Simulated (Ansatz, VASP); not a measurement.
# BaTiO3 in VASP and in Ansatz

File INCAR:

```
ALGO     = Normal         # electronic algorithm
EDIFF    = 1E-6           # SCF threshold, eV
ENCUT    = 520            # plane-wave cutoff, eV
GGA      = PS             # functional
ISIF     = 2              # what is computed and relaxed
ISMEAR   = -1             # smearing method
LASPH    = True           # aspherical terms in the spheres
LCHARG   = False          # write CHGCAR
LREAL    = False          # projectors in reciprocal space
LWAVE    = False          # write WAVECAR
NBANDS   = 28             # bands
NELM     = 100            # most SCF steps
PREC     = Accurate       # precision mode
SIGMA    = 0.05           # smearing width, eV
```

The input KPOINTS:

```
k-points
0
Gamma
  8 8 8
```

POSCAR

```
BaTiO3
1.0
    3.9302542101      0.0000000000      0.0000000000
    0.0000000000      2.7987067862      2.8073385284
    0.0000000000     -2.7987067862      2.8073385284
Ba Ti O
1 1 3
Direct
    0.0000000000      0.0000000000      0.0000000000
    0.5000000000      0.5079000000      0.5079000000
    0.0000000000      0.4921000000      0.4921000000
    0.5000000000      0.5025100000      0.9937100000
    0.5000000000      0.9937100000      0.5025100000
```

Input for Ansatz:

```yaml
crystal:
  lattice:
    - [3.9302542101, 0.0, 0.0]
    - [0.0, 2.7987067862, 2.8073385284]
    - [0.0, -2.7987067862, 2.8073385284]
  atoms:
    - { symbol: Ba, position: [0.0, 0.0, 0.0] }
    - { symbol: Ti, position: [0.5, 0.5079, 0.5079] }
    - { symbol: O, position: [0.0, 0.4921, 0.4921] }
    - { symbol: O, position: [0.5, 0.50251, 0.99371] }
    - { symbol: O, position: [0.5, 0.99371, 0.50251] }
kpoints:
  mp_grid: { grid: [8, 8, 8] }
  band_path:
    path:
      - [0.0, 0.0, 0.0]
      - [0.0, 0.5, 0.5]
      - [0.0, 0.5015349898, 0.4984650102]
      - [0.0, 0.4984650102, -0.4984650102]
      - [0.0, 0.0, 0.0]
      - [0.5, 0.0, 0.0]
      - [0.5, 0.4984650102, -0.4984650102]
      - [0.5, 0.5015349898, 0.4984650102]
      - [0.5, 0.5, 0.5]
    npoints: 5
scf:
  occupations: { method: fermi_dirac, width: 0.05 }
hamiltonian:
  xc: pbesol
  pseudopotentials: { kind: all_electron, lapw: { basis_error: 0.001 } }
output:
  forces: true
  stress: true
  eigenvalues: true
```

Change from the starting cell: volume scaled by 0.96.

Alike in both runs: task single point; functional PBEsol; k mesh 8 × 8 × 8; occupations fermi-dirac, width 0.05 eV; no spin polarisation.

|  | VASP | Ansatz |
| --- | --- | --- |
| version | VASP 6.6.1 | Ansatz 0.2.0 |
| potentials or method | VASP PAW PBE potentials, release 64 (Ba_sv, Ti_sv, O), cutoff 520 eV | all-electron LAPW, scalar-relativistic |

|  | VASP | Ansatz | Ansatz less VASP |
| --- | --- | --- | --- |
| gap on the k mesh at the Fermi level (eV) | 1.82 | 1.89 | +0.067 |
| pressure (GPa) | 4.9 | 2.8 | -2.12 |
| traceless stress, the component that is largest in VASP (GPa) | 0.81 | 0.79 | -0.018 |
| rms of the force components (eV/Å) | 0.063 | 0.063 | +0.0009 |

VASP's potentials were made for PBE, not for PBEsol. Atom by atom the forces differ by 0.010 eV/Å (rms over components). Ansatz ran all-electron here, and VASP with PAW potentials.

Spin-orbit coupling is off throughout.
